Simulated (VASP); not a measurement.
Wanted: the native input for a VASP 6.6.1 run.

- Task: single point
- Functional: PBE
- Potentials or basis: VASP PAW PBE potentials, release 64 (Te, As)
- Cutoff: 520 eV
- k mesh: 4 × 4 × 4
- Occupations: gaussian, width 0.1 eV
- Spin: no spin polarisation
- Dipole correction: no
- Further INCAR settings: ALGO = Normal; EDIFF = 1e-07; NBANDS = 28

The structure of Te3As4 lies in POSCAR:

```
Te3As4
1.0
   -3.7320963900      3.7320963900      3.7320963900
    3.7320963900     -3.7320963900      3.7320963900
    3.7320963900      3.7320963900     -3.7320963900
Te As
3 4
Direct
    0.0000000000      0.5000000000      0.5000000000
    0.5000000000      0.0000000000      0.5000000000
    0.5000000000      0.5000000000      0.0000000000
    0.5000000000      0.5000000000      0.5000000000
    0.0000000000      0.0000000000      0.5000000000
    0.0000000000      0.5000000000      0.0000000000
    0.5000000000      0.0000000000      0.0000000000
```

The input as run:

INCAR

```
SYSTEM = Te3As4
ALGO = Normal ; EDIFF = 1E-7
ENCUT = 520 ; GGA = PE
ISIF = 2 ; ISMEAR = 0
LASPH = .True. ; LCHARG = .False.
LREAL = .False. ; LWAVE = .False.
NBANDS = 28 ; NELM = 100
PREC = Accurate ; SIGMA = 0.1
```

KPOINTS

```
k-points
0
Gamma
  4 4 4
  0 0 0
```

Potentials or basis: VASP PAW PBE potentials, release 64 (Te, As).

The run is started by

```bash
$ cat potpaw_PBE.64/Te/POTCAR potpaw_PBE.64/As/POTCAR > POTCAR
$ mpirun -np 1 vasp_std > vasp.out
```

It gave:

The pressure is -6.5 GPa and the band gap on the k mesh is zero (band 19 reaches 5.88 eV, above the bottom of band 20 at 4.22 eV).

Caveat: spin-orbit coupling is left out, which moves the levels of the heavy elements.

Wall time 44 s on 1 thread of Intel(R) Xeon(R) 6975P-C (Granite Rapids), on a shared host, peak memory 0.32 GiB.
